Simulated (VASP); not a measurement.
Runs of VASP 6.6.1 on CdS. The structure is that of space group Fm-3m (No. 225), or close to it. The cells are those of the table. 

```csv
task,cell,cutoff (eV),pressure (GPa)
relaxation of cell and atoms,"relaxed to 1 GPa from a = 3.817 Å, angles 60.0°, 2 atoms",600,1.0
relaxation of cell and atoms,"relaxed to 7 GPa from a = 3.817 Å, angles 60.0°, 2 atoms",600,7.0
single point,"a = 3.788 Å, angles 60.0°, 2 atoms",520,2.6
relaxation of cell and atoms,"relaxed to 10 GPa from a = 3.817 Å, angles 60.0°, 2 atoms",600,10.0
single point,"a = 3.802 Å, angles 60.0°, 2 atoms",520,1.6
relaxation of cell and atoms,"relaxed to 15 GPa from a = 3.817 Å, angles 60.0°, 2 atoms",600,15.0
relaxation of cell and atoms,"relaxed from a = 3.894 Å, angles 60.0°, 2 atoms",600,0.0
single point,"a = 3.728 Å, angles 60.0°, 2 atoms",520,(a)
```

Alike in all rows: level PBEsol; potentials or basis VASP PAW PBE potentials, release 64 (Cd, S); no spin polarisation; k mesh 16 × 16 × 16; smearing fermi-dirac 0.1 eV.

Estimate the missing entries.

(a) 7.8.

Caveats: the PAW data sets were made with another functional, which shifts forces and pressure a little; the cell is relaxed towards a set pressure, so the enthalpy falls and the energy may rise (some runs).
